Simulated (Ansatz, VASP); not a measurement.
**One calculation of Be3S5, two programs**

```
CELL_PARAMETERS angstrom
-2.99566 2.99566 2.99701
2.99566 -2.99566 2.99701
2.99566 2.99566 -2.99701
ATOMIC_POSITIONS crystal
Be 0.50000 0.00000 0.50000
Be 0.00000 0.50000 0.50000
Be 0.50000 0.50000 0.00000
S 0.50000 0.50000 0.50000
S 0.00000 0.00000 0.50000
S 0.50000 0.00000 0.00000
S 0.00000 0.50000 0.00000
S 0.00000 0.00000 0.00000
```

Change from the starting cell: species swapped into the Li3Mg5 type (I4/mmm, No. 139).

Alike in both runs: functional PBE; k mesh 4 × 4 × 4; occupations gaussian, width 0.2 eV; no spin polarisation.

Ansatz relaxed the structure, and its values are those at the end. VASP's run is a single point on that final structure, the one shown.

|  | VASP | Ansatz |
| --- | --- | --- |
| version | VASP 6.6.1 | Ansatz 0.2.0 |
| potentials or method | VASP PAW PBE potentials, release 64 (Be, S), cutoff 600 eV | scalar-relativistic, plane waves, PAW |
| valence electrons in the cell | 36 | 36 |

Ansatz gave:

| Quantity | Value |
| --- | --- |
| gap on the k mesh at the Fermi level (eV) | none |
| pressure (GPa) | -0.1 |

Problem. Which values does VASP return?

Solution. gap on the k mesh at the Fermi level (eV): none; pressure (GPa): -0.2.

A gap of «none» marks a metal or a gap that the smearing closes.

The k mesh is coarse, so the values compare programs but aren't converged.
